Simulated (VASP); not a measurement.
# BaSeO (I4mm) in VASP: electric field gradients with LDA

Aim: the electric field gradients of BaSeO with LDA.

Everything below comes from runs of VASP 6.6.1. Logs are shortened: lines on timing, memory, paths and dates and some standing lists are left out, and cuts for length are marked.

### Step 1. The cell of the first run

The structure is tetragonal, space group I4mm (No. 107). The conventional cell has a = 4.451 Å, b = 4.451 Å, c = 7.360 Å, α = 90.00°, β = 90.00°, γ = 90.00°. Within 3.2 Å of Ba (site symmetry 4mm) lie 1 O at 2.37 Å and 5 Se at 3.18 to 3.19 Å. Se (site symmetry 4mm) has 1 O at 1.81 Å within 2.4 Å. Within 2.4 Å of O (site symmetry 4mm) lie 1 Se at 1.81 Å and 1 Ba at 2.37 Å.

### Step 2. Electric field gradients, LDA

INCAR reads:

```
SYSTEM = BaSeO
ALGO = Normal
EDIFF = 1E-8
ENCUT = 520
GGA = CA
ISIF = 2
ISMEAR = 0
LASPH = .True.
LCHARG = .False.
LEFG = .True.
LREAL = .False.
LWAVE = .False.
NBANDS = 18
NELM = 80
PREC = Accurate
SIGMA = 0.01
```

KPOINTS reads:

```
k-points
0
Gamma
  10 10 10
  0 0 0
```

POSCAR reads:

```
BaSeO
1.0
   -2.2253728904      2.2253728904      3.6801644980
    2.2253728904     -2.2253728904      3.6801644980
    2.2253728904      2.2253728904     -3.6801644980
Ba Se O
1 1 1
Direct
   -0.0366704624     -0.0366704624      0.0000000000
    0.3957085288      0.3957085288      0.0000000000
    0.6409619335      0.6409619335      0.0000000000
```

Potentials or basis: VASP PAW LDA potentials, release 64 (Ba_sv, Se, O).

Command:

```sh
cat potpaw_LDA.64/Ba_sv/POTCAR potpaw_LDA.64/Se/POTCAR potpaw_LDA.64/O/POTCAR > POTCAR
mpirun -np 1 vasp_std > vasp.out
```

OUTCAR:

```text
SYSTEM = BaSeO
   EDIFF = 1E-8
   ENCUT = 520
   GGA = CA
   ISIF = 2
   ISMEAR = 0
   LASPH = .True.
   LREAL = .False.
   NELM = 80
   PREC = Accurate

 ion  position               nearest neighbor table
   1  0.963  0.963  0.000-   3 2.37   2 3.18   2 3.19   2 3.19   2 3.19   2 3.19
   2  0.396  0.396  0.000-   3 1.81   1 3.18   1 3.19   1 3.19   1 3.19   1 3.19
   3  0.641  0.641  0.000-   2 1.81   1 2.37

  LATTYP: Found a body centered tetragonal cell.
 ALAT       =     4.4507457808
 C/A-ratio  =     1.6537293655

  Lattice vectors:

 A1 = (  -2.2253728904,   2.2253728904,   3.6801644980)
 A2 = (   2.2253728904,  -2.2253728904,   3.6801644980)
 A3 = (   2.2253728904,   2.2253728904,  -3.6801644980)

Analysis of symmetry for initial positions (statically):
=====================================================================
 Subroutine PRICEL returns:
 Original cell was already a primitive cell.

 Routine SETGRP: Setting up the symmetry group for a
 body centered tetragonal supercell.

 Subroutine GETGRP returns: Found  8 space group operations
 (whereof  8 operations were pure point group operations)
 out of a pool of 16 trial point group operations.

The static configuration has the point symmetry C_4v.

Analysis of symmetry for dynamics (positions and initial velocities):
=====================================================================
 Subroutine PRICEL returns:
 Original cell was already a primitive cell.

 Routine SETGRP: Setting up the symmetry group for a
 body centered tetragonal supercell.

 Subroutine GETGRP returns: Found  8 space group operations
 (whereof  8 operations were pure point group operations)
 out of a pool of 16 trial point group operations.

The dynamic configuration has the point symmetry C_4v.

 Subroutine INISYM returns: Found  8 space group operations
 (whereof  8 operations are pure point group operations),
 and found     1 'primitive' translations

----------------------------------------------------------------------------------------

                                     Primitive cell

  volume of cell :      72.9009

  direct lattice vectors                    reciprocal lattice vectors
    -2.225372890  2.225372890  3.680164498     0.000000000  0.224681446  0.135863492
     2.225372890 -2.225372890  3.680164498     0.224681446  0.000000000  0.135863492
     2.225372890  2.225372890 -3.680164498     0.224681446  0.224681446  0.000000000

  length of vectors
     4.842332055  4.842332055  4.842332055     0.262565498  0.262565498  0.317747549

  position of ions in fractional coordinates (direct lattice)
     0.963329538  0.963329538  0.000000000
     0.395708529  0.395708529  0.000000000
     0.640961934  0.640961934  0.000000000

  ion indices of the primitive-cell ions
   primitive index   ion index
                 1           1
                 2           2
                 3           3

----------------------------------------------------------------------------------------

 KPOINTS: k-points

Automatic generation of k-mesh.
 Grid dimensions read from file:
 generate k-points for:   10   10   10

 Generating k-lattice:

  Cartesian coordinates                     Fractional coordinates (reciprocal lattice)
     0.000000000  0.022468145  0.013586349     0.100000000 -0.000000000  0.000000000
     0.022468145  0.000000000  0.013586349    -0.000000000  0.100000000  0.000000000
     0.022468145  0.022468145  0.000000000     0.000000000  0.000000000  0.100000000

  Length of vectors
     0.026256550  0.026256550  0.031774755

  Shift w.r.t. Gamma in fractional coordinates (k-lattice)
     0.000000000  0.000000000  0.000000000

 Subroutine IBZKPT returns following result:
 ===========================================

 Found    102 irreducible k-points:

 Following reciprocal coordinates:
            Coordinates               Weight
  0.000000  0.000000  0.000000      1.000000
  0.100000 -0.000000  0.000000      8.000000
  0.200000 -0.000000  0.000000      8.000000
  0.300000 -0.000000  0.000000      8.000000
  0.400000 -0.000000  0.000000      8.000000
  0.500000 -0.000000  0.000000      4.000000
[... 16 lines left out ...]
  0.300000  0.300000 -0.000000      8.000000
  0.400000  0.300000  0.000000     16.000000
 [... further k-points ...]
   k-points           NKPTS =    102   k-points in BZ     NKDIM =    102   number of bands    NBANDS=     18
   number of dos      NEDOS =    301   number of ions     NIONS =      3
   total plane-waves  NPLWV =  46656
   dimension x,y,z NGX =    36 NGY =   36 NGZ =   36
   dimension x,y,z NGXF=    72 NGYF=   72 NGZF=   72
   ions per type =               1   1   1
   NGX,Y,Z   is equivalent  to a cutoff of  12.36, 12.36, 12.36 a.u.
   NGXF,Y,Z  is equivalent  to a cutoff of  24.72, 24.72, 24.72 a.u.
 SYSTEM =  BaSeO
   PREC   = accura    normal or accurate (medium, high low for compatibility)
   ISTART =      0    job   : 0-new  1-cont  2-samecut
   ICHARG =      2    charge: 1-file 2-atom 10-const
   ISPIN  =      1    spin polarized calculation?
   LNONCOLLINEAR =      F non collinear calculations
   LSORBIT =      F    spin-orbit coupling
   LASPH  =      T    aspherical Exc in radial PAW
   ENCUT  =  520.0 eV  38.22 Ry    6.18 a.u.   9.00  9.00  9.00*2*pi/ulx,y,z
   NELM   =     80;   NELMIN=  2; NELMDL= -5     # of ELM steps
   EDIFF  = 0.1E-07   stopping-criterion for ELM
   LREAL  =      F    real-space projection
   EDIFFG = 0.1E-06   stopping-criterion for IOM
   NSW    =      0    number of steps for IOM
   IBRION =     -1    ionic relax: 0-MD 1-quasi-New 2-CG
   NFREE  =      0    steps in history (QN), initial steepest desc. (CG)
   ISIF   =      2    stress and relaxation
   ISYM   =      2    0-nonsym 1-usesym 2-fastsym
   POTIM  = 0.5000    time-step for ionic-motion
   TEBEG  =    0.0;   TEEND  =   0.0 temperature during run
   PSTRESS=    0.0 pullay stress
   NELECT =      22.0000    total number of electrons
   NUPDOWN=      -1.0000    fix difference up-down
   EMIN   =  10.00;   EMAX   =-10.00  energy-range for DOS
   EFERMI =   0.00;   METHOD = LEGACY
   ISMEAR =     0;   SIGMA  =   0.01  broadening in eV -4-tet -1-fermi 0-gaus
   EFERMI_NEDOS =   21; number of points for ismear=-14 and -15
   IALGO  =     38    algorithm
   IMIX   =      4    mixing-type and parameters
     AMIX     =   0.40;   BMIX     =  1.00
     AMIX_MAG =   1.60;   BMIX_MAG =  1.00
  volume/ion in A,a.u.               =      24.30       163.99
  Fermi-wavevector in a.u.,A,eV,Ry     =   1.098090  2.075090 16.405941  1.205803
  Thomas-Fermi vector in A             =   2.234462
   LORBIT       =      0    0 simple, 1 ext, 2 COOP (PROOUT), +10 PAW based schemes
   GGA     = CA    functional components
   LHFCALC =     F    Hartree Fock is set to
   AEXX    =    0.0000 exact exchange contribution
   IVDW    =     0    specifies the selected vdW correction
   LEPSILON=     F    determine dielectric tensor
   LRPA    =     F    only Hartree local field effects (RPA)
 non-spin polarized calculation
 Gauss-broadening in eV      SIGMA  =   0.01
  energy-cutoff  :      520.00
  volume of cell :       72.90
 maximum number of plane-waves:      1998
   NGX = 17   NGY = 17   NGZ = 17

 number of electron      21.9999999 magnetization

 Free energy of the ion-electron system (eV)
  ---------------------------------------------------
  ext. energy  EPLUGINS =         0.00000000
  ---------------------------------------------------
  free energy    TOTEN  =       -16.58934102 eV

  energy without entropy =      -16.58934102  energy(sigma->0) =      -16.58934102

 E-fermi :   2.6974     XC(G=0):  -9.4631

 val. band max:        2.6568004960   @ k =   0.5000   0.5000   0.5000
 cond. band min:       3.4778036989   @ k =   0.5000   0.5000   0.5000
 fundamental gap:      0.8210032029
 Fermi energy:         2.6973646971

 k-point     1 :       0.0000    0.0000    0.0000
  band No.  band energies     occupation
      1     -24.5236      2.00000
      2     -16.0697      2.00000
      3     -10.3883      2.00000
      4      -9.6814      2.00000
      5      -9.6814      2.00000
      6      -8.5066      2.00000
[... 10 lines left out ...]
     17       8.3273      0.00000
     18       9.4042      0.00000
[... 463 lines left out ...]
 k-point    24 :       0.4000    0.3000    0.0000
  band No.  band energies     occupation
      1     -24.4649      2.00000
      2     -16.1439      2.00000
      3     -10.6345      2.00000
      4     -10.0101      2.00000
      5      -9.7925      2.00000
      6      -8.4785      2.00000
[... 10 lines left out ...]
     17       9.7036      0.00000
     18      10.9552      0.00000

 [... further k-points ...]
[... 5 lines left out ...]
  --------------------------------------------------------------------------------------
  -------------------------------------------------------------------------------------
  Total        0.3355105      0.3355105      1.2681623      0.0000000      0.0000000      0.0000000
  in kB        7.3736739      7.3736739     27.8710041      0.0000000      0.0000000      0.0000000
  external PRESSURE =      14.2061173 kB  Pullay stress =       0.0000000 kB

 VOLUME and BASIS-vectors are now :
 -----------------------------------------------------------------------------
  energy-cutoff  :      520.00
  volume of cell :       72.90
      direct lattice vectors                 reciprocal lattice vectors
    -2.225372890  2.225372890  3.680164498     0.000000000  0.224681446  0.135863492
     2.225372890 -2.225372890  3.680164498     0.224681446  0.000000000  0.135863492
     2.225372890  2.225372890 -3.680164498     0.224681446  0.224681446  0.000000000

 POSITION                                       TOTAL-FORCE (eV/Angst)
 -----------------------------------------------------------------------------------
      0.00000      0.00000      7.09042        -0.000000     -0.000000      0.293131
      0.00000      0.00000      2.91254         0.000000      0.000000     -0.124008
      0.00000      0.00000      4.71769         0.000000      0.000000     -0.169123
 -----------------------------------------------------------------------------------
    total drift:                                0.000002      0.000002     -0.000254

  FREE ENERGIE OF THE ION-ELECTRON SYSTEM (eV)
  ---------------------------------------------------
  free  energy   TOTEN  =       -16.5893410228 eV

  energy  without entropy=      -16.5893410228  energy(sigma->0) =      -16.58934102

 Electric field gradients (V/A^2)
---------------------------------------------------------------------
 ion       V_xx      V_yy      V_zz      V_xy      V_xz      V_yz
---------------------------------------------------------------------
   1      23.553    23.553   -47.105    -0.000    -0.000    -0.000
   2    -324.511  -324.511   649.023     0.000     0.000     0.000
   3     -94.022   -94.022   188.043    -0.002    -0.002    -0.002
---------------------------------------------------------------------

 Electric field gradients after diagonalization (V/A^2)
 (convention: |V_zz| > |V_xx| > |V_yy|)
----------------------------------------------------------------------
 ion       V_xx      V_yy      V_zz     asymmetry (V_yy - V_xx)/ V_zz
----------------------------------------------------------------------
   1      23.553    23.553   -47.105       0.000
   2    -324.511  -324.511   649.023       0.000
   3     -94.024   -94.019   188.043       0.000
----------------------------------------------------------------------

           NMR quadrupolar parameters

 Cq : quadrupolar parameter    Cq=e*Q*V_zz/h
 eta: asymmetry parameters     (V_yy - V_xx)/ V_zz
 Q  : nuclear electric quadrupole moment in mb (millibarn)
----------------------------------------------------------------------
 ion       Cq(MHz)       eta       Q (mb)
----------------------------------------------------------------------
   1      -0.114       0.000       1.000
   2       1.569       0.000       1.000
   3       0.455       0.000       1.000
----------------------------------------------------------------------
```

Run time: 96 s. Hardware: 1 thread of Intel Xeon Platinum 8375C at 2.90GHz (Ice Lake), shared host; peak memory 0.29 GiB.

What came out:

| Item | Value |
| --- | --- |
| Free energy | -16.5893 eV |
| Pressure | 1.4 GPa |
| Largest force | 0.293 eV/Å |
| Band gap on the k mesh | 0.82 eV |
| Largest electric field gradient by atom | Ba -47.1; Se +649.0; O +188.0 V/Å² |

Forces in eV/Å, atoms in the order of the input:
```
Ba   0.000  0.000  0.293
Se   0.000  0.000 -0.124
O    0.000  0.000 -0.169
```

Stress tensor (GPa, compression positive):
```
0.74 0.00 0.00
0.00 0.74 0.00
0.00 0.00 2.79
```

Electric field gradients, principal values (V/Å²):
| atom | least | middle | greatest (by size) |
| --- | --- | --- | --- |
| 1 Ba | 23.553 | 23.553 | -47.105 |
| 2 Se | -324.511 | -324.511 | 649.023 |
| 3 O | -94.019 | -94.024 | 188.043 |

Caveat: without QUAD_EFG the Cq values of the log hold for a quadrupole moment of 1 mb, not for the nuclei; spin-orbit coupling is left out, which moves the levels of the heavy elements. A k mesh can miss the band edges.
